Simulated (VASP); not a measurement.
# SnO (Cmce) in VASP: relaxation of cell and atoms with LDA

Aim: the relaxation of cell and atoms of SnO with LDA.

Everything below comes from runs of VASP 6.6.1. Logs are shortened: lines on timing, memory, paths and dates and some standing lists are left out, and cuts for length are marked.

## Step 1: The cell of the first run

The typed cell holds 8 atoms: a = 3.762 Å, b = 3.762 Å, c = 9.312 Å, α = 90.00°, β = 90.00°, γ = 90.01°.

## Step 2: Relaxation of cell and atoms, LDA

File INCAR:

```
PREC = Accurate
ENCUT = 600
EDIFF = 1E-6
ISMEAR = 0
SIGMA = 0.1
LREAL = False
LASPH = True
NELM = 80
ALGO = Fast
ISIF = 3
LWAVE = False
LCHARG = False
IBRION = 2
NSW = 100
EDIFFG = -0.005
```

File KPOINTS:

```
regular mesh
0
Gamma
  10 10 4
```

File POSCAR:

```
SnO
1.0
    2.6598409588     -2.6601705617      0.0000000000
    2.6598409588      2.6601705617      0.0000000000
    0.0000000000      0.0000000000      9.3117764315
Sn O
4 4
Direct
    0.7498990937      0.2501009063      0.8731582242
    0.2501009063      0.7498990937      0.1268417758
    0.7501009063      0.2498990937      0.3731582242
    0.2498990937      0.7501009063      0.6268417758
    0.2500640278      0.2499359722      0.2500000000
    0.7499359722      0.7500640278      0.7500000000
    0.2499359722      0.2500640278      0.7500000000
    0.7500640278      0.7499359722      0.2500000000
```

Potentials or basis: VASP PAW LDA potentials, release 64 (Sn_d, O).

Launch:

```console
$ cat potpaw_LDA.64/Sn_d/POTCAR potpaw_LDA.64/O/POTCAR > POTCAR
$ mpirun -np 1 vasp_std > vasp.out
```

OUTCAR:

```text
PREC = Accurate
   ENCUT = 600
   EDIFF = 1E-6
   ISMEAR = 0
   LREAL = False
   LASPH = True
   NELM = 80
   ISIF = 3
   IBRION = 2
   NSW = 100
   EDIFFG = -0.005

 ion  position               nearest neighbor table
   1  0.750  0.250  0.873-   6 2.20   7 2.20   7 2.20   6 2.20   4 3.51   4 3.51   4 3.51   4 3.51
                             2 3.56   2 3.56   2 3.56   2 3.56
   2  0.250  0.750  0.127-   5 2.20   8 2.20   5 2.20   8 2.20   3 3.51   3 3.51   3 3.51   3 3.51
                             1 3.56   1 3.56   1 3.56   1 3.56
   3  0.750  0.250  0.373-   5 2.20   8 2.20   8 2.20   5 2.20   2 3.51   2 3.51   2 3.51   2 3.51
                             4 3.56   4 3.56   4 3.56   4 3.56
   4  0.250  0.750  0.627-   6 2.20   7 2.20   6 2.20   7 2.20   1 3.51   1 3.51   1 3.51   1 3.51
                             3 3.56   3 3.56   3 3.56   3 3.56
   5  0.250  0.250  0.250-   2 2.20   3 2.20   3 2.20   2 2.20
   6  0.750  0.750  0.750-   1 2.20   4 2.20   1 2.20   4 2.20
   7  0.250  0.250  0.750-   1 2.20   4 2.20   4 2.20   1 2.20
   8  0.750  0.750  0.250-   2 2.20   3 2.20   2 2.20   3 2.20

  LATTYP: Found a base centered orthorhombic cell.
 ALAT       =     5.3196819176
 B/A-ratio  =     1.0001239183
 C/A-ratio  =     1.7504385743

  Lattice vectors:

 A1 = (   2.6598409588,  -2.6601705617,   0.0000000000)
 A2 = (   2.6598409588,   2.6601705617,   0.0000000000)
 A3 = (   0.0000000000,   0.0000000000,   9.3117764315)

Analysis of symmetry for initial positions (statically):
=====================================================================
 Subroutine PRICEL returns:
 Original cell was already a primitive cell.

 Routine SETGRP: Setting up the symmetry group for a
 base centered orthorhombic supercell.

 Subroutine GETGRP returns: Found  8 space group operations
 (whereof  4 operations were pure point group operations)
 out of a pool of  8 trial point group operations.

The static configuration has the point symmetry C_2h.
 The point group associated with its full space group is D_2h.

Analysis of symmetry for dynamics (positions and initial velocities):
=====================================================================
 Subroutine PRICEL returns:
 Original cell was already a primitive cell.

 Routine SETGRP: Setting up the symmetry group for a
 base centered orthorhombic supercell.

 Subroutine GETGRP returns: Found  8 space group operations
 (whereof  4 operations were pure point group operations)
 out of a pool of  8 trial point group operations.

The dynamic configuration has the point symmetry C_2h.
 The point group associated with its full space group is D_2h.
[... 135 lines left out ...]
   LORBIT       =      0    0 simple, 1 ext, 2 COOP (PROOUT), +10 PAW based schemes
   GGA     = CA    functional components
   LHFCALC =     F    Hartree Fock is set to
   AEXX    =    0.0000 exact exchange contribution
   IVDW    =     0    specifies the selected vdW correction
   LEPSILON=     F    determine dielectric tensor
   LRPA    =     F    only Hartree local field effects (RPA)
 conjugate gradient relaxation of ions
 non-spin polarized calculation
 RMM-DIIS sequential band-by-band and
 Gauss-broadening in eV      SIGMA  =   0.10
  energy-cutoff  :      600.00
  volume of cell :      131.77
 maximum number of plane-waves:      4439
   NGX = 15   NGY = 15   NGZ = 37

--------------------------------------- Ionic step        1  -------------------------------------------

 number of electron      80.0000025 magnetization

 Free energy of the ion-electron system (eV)
  ---------------------------------------------------
  ext. energy  EPLUGINS =         0.00000000
  ---------------------------------------------------
  free energy    TOTEN  =       -51.47334990 eV

  energy without entropy =      -51.47090987  energy(sigma->0) =      -51.47212989

------------------------ aborting loop because EDIFF is reached ----------------------------------------

  FORCE on cell =-STRESS in cart. coord.  units (eV):
  Direction    XX          YY          ZZ          XY          YZ          ZX
  --------------------------------------------------------------------------------------
  -------------------------------------------------------------------------------------
  Total        0.4453913      0.4266262      0.2559313      0.0000000      0.0000000      0.0000000
  in kB        5.4153262      5.1871689      3.1117618      0.0000000      0.0000000      0.0000000
  external PRESSURE =       4.5714190 kB  Pullay stress =       0.0000000 kB
[... 107 lines left out ...]
  FREE ENERGIE OF THE ION-ELECTRON SYSTEM (eV)
  ---------------------------------------------------
  free  energy   TOTEN  =       -51.4744266018 eV

  energy  without entropy=      -51.4719943376  energy(sigma->0) =      -51.47321047

[... ionic steps 4 to 10 ...]

--------------------------------------- Ionic step       11  -------------------------------------------

 number of electron      80.0000020 magnetization

------------------------ aborting loop because EDIFF is reached ----------------------------------------
[... 79 lines left out ...]
--------------------------------------- Ionic step       13  -------------------------------------------

 number of electron      80.0000020 magnetization

 Free energy of the ion-electron system (eV)
  ---------------------------------------------------
  ext. energy  EPLUGINS =         0.00000000
  ---------------------------------------------------
  free energy    TOTEN  =       -51.47488188 eV

  energy without entropy =      -51.47230559  energy(sigma->0) =      -51.47359374

 E-fermi :   7.6834     XC(G=0): -11.0173

 val. band max:        7.6670767205   @ k =   0.5000   0.5000   0.2500
 cond. band min:       7.8425306247   @ k =  -0.4000   0.4000   0.0000
 fundamental gap:      0.1754539042
 Fermi energy:         7.6833934169

 k-point     1 :       0.0000    0.0000    0.0000
  band No.  band energies     occupation
      1     -14.3713      2.00000
      2     -14.3411      2.00000
      3     -13.9217      2.00000
      4     -13.9111      2.00000
      5     -13.9110      2.00000
      6     -13.8912      2.00000
[... 1213 lines left out ...]
     47      12.2915      0.00000
     48      12.6422      0.00000

 [... further k-points ...]

------------------------ aborting loop because EDIFF is reached ----------------------------------------

  FORCE on cell =-STRESS in cart. coord.  units (eV):
  Direction    XX          YY          ZZ          XY          YZ          ZX
  --------------------------------------------------------------------------------------
  -------------------------------------------------------------------------------------
  Total       -0.0209415     -0.0088974     -0.0023629      0.0000000     -0.0000000      0.0000000
  in kB       -0.2549486     -0.1083199     -0.0287663      0.0000000     -0.0000000      0.0000000
  external PRESSURE =      -0.1306783 kB  Pullay stress =       0.0000000 kB
[... 23 lines left out ...]
  FREE ENERGIE OF THE ION-ELECTRON SYSTEM (eV)
  ---------------------------------------------------
  free  energy   TOTEN  =       -51.4748818816 eV

  energy  without entropy=      -51.4723055904  energy(sigma->0) =      -51.47359374

 reached required accuracy - stopping structural energy minimisation
```

CONTCAR:

```text
SnO
   1.00000000000000
     2.6642535057066383   -2.6640147356179504   -0.0000000000000000
     2.6642535057066383    2.6640147356179504    0.0000000000000000
     0.0000000000000000   -0.0000000000000000    9.2709388904005987
  Sn              O
     4     4
Direct
     0.7499701311658702    0.2500298688341298    0.8739495760922523
     0.2500298688341298    0.7499701311658702    0.1260504239077477
     0.7500298688341298    0.2499701311658703    0.3739495760922523
     0.2499701311658703    0.7500298688341298    0.6260504239077477
     0.2500749283844226    0.2499250716155773    0.2500000000000000
     0.7499250716155772    0.7500749283844228    0.7500000000000000
     0.2499250716155773    0.2500749283844226    0.7500000000000000
     0.7500749283844228    0.7499250716155772    0.2500000000000000

  0.00000000E+00  0.00000000E+00  0.00000000E+00
  0.00000000E+00  0.00000000E+00  0.00000000E+00
  0.00000000E+00  0.00000000E+00  0.00000000E+00
  0.00000000E+00  0.00000000E+00  0.00000000E+00
  0.00000000E+00  0.00000000E+00  0.00000000E+00
  0.00000000E+00  0.00000000E+00  0.00000000E+00
  0.00000000E+00  0.00000000E+00  0.00000000E+00
  0.00000000E+00  0.00000000E+00  0.00000000E+00
```

Run time: 2 h. Hardware: 1 thread of Oxide Virtual Turin-like, shared host; peak memory 0.55 GiB.

Results:

* Free energy: -51.4749 eV
* Relaxed volume: 16.45 Å³/atom
* Relaxed cell: a = 3.768 Å, b = 3.768 Å, c = 9.271 Å, α = 90.00°, β = 90.00°, γ = 89.99°
* Space group after relaxing (to 0.1 Å): P4/nmm (No. 129)
* Energy gained by relaxing: 0.2 meV/atom
* Ionic steps: 13
* Pressure after relaxing: 0.0 GPa
* Band gap on the k mesh: zero (bands 40 and 41 overlap by 0.27 eV)

Forces in eV/Å, atoms in the order of the input:
```
Sn   0.000  0.001  0.002
Sn   0.000 -0.001 -0.002
Sn   0.000 -0.001  0.002
Sn   0.000  0.001 -0.002
O    0.000  0.001  0.000
O    0.000 -0.001  0.000
O    0.000 -0.001  0.000
O    0.000  0.001  0.000
```

Step by step:
```
step  energy change (eV)  largest force (eV/Å)  pressure (GPa)  volume (Å³)
   1              0.0000                0.0998            0.46       131.77
   2              0.0003                0.0891           -0.72       132.67
   3             -0.0011                0.0117           -0.02       132.21
   4             -0.0011                0.0018           -0.11       132.23
   5             -0.0012                0.0269            0.02       132.03
   6             -0.0012                0.0341            0.09       131.97
   7             -0.0012                0.0324            0.04       132.00
   8             -0.0013                0.0274            0.07       131.95
   9             -0.0014                0.0182            0.00       131.79
  10             -0.0015                0.0039            0.03       131.47
  11             -0.0015                0.0109            0.03       131.56
  12             -0.0015                0.0084           -0.05       131.62
  13             -0.0015                0.0027           -0.01       131.60
```

Final structure:
```yaml
crystal:
  lattice:
    - [2.66425, -2.66401, 0.00000]
    - [2.66425, 2.66401, 0.00000]
    - [0.00000, 0.00000, 9.27094]
  atoms:
    - { symbol: Sn, position: [0.74997, 0.25003, 0.87395] }
    - { symbol: Sn, position: [0.25003, 0.74997, 0.12605] }
    - { symbol: Sn, position: [0.75003, 0.24997, 0.37395] }
    - { symbol: Sn, position: [0.24997, 0.75003, 0.62605] }
    - { symbol: O, position: [0.25007, 0.24993, 0.25000] }
    - { symbol: O, position: [0.74993, 0.75007, 0.75000] }
    - { symbol: O, position: [0.24993, 0.25007, 0.75000] }
    - { symbol: O, position: [0.75007, 0.74993, 0.25000] }
```

Levels at points of the mesh, in eV from the Fermi level:
```tsv
k point	band 37	band 38	band 39	band 40	band 41	band 42	band 43	band 44
(0.00, 0.00, 0.00)	-3.35	-2.79	-2.33	-0.04	1.52	2.27	2.55	2.55
(0.50, 0.00, 0.00)	-2.98	-2.98	-1.85	-1.85	2.75	2.75	3.35	3.35
(0.50, 0.50, 0.00)	-2.66	-2.66	-1.99	-1.99	-0.29	-0.29	2.18	2.18
(0.00, 0.00, 0.50)	-3.36	-3.36	-0.50	-0.50	1.57	1.57	3.21	3.21
(0.50, 0.00, 0.50)	-2.36	-2.36	-2.36	-2.36	3.04	3.04	3.04	3.04
(0.50, 0.50, 0.50)	-2.54	-2.54	-2.54	-2.54	0.70	0.70	0.70	0.70
```

Caveat: semilocal functionals underestimate gaps, and a narrow one can read as zero; spin-orbit coupling is left out, which moves the levels of the heavy elements.

The gap in the log of VASP goes by the Fermi energy; the results here count the filled bands.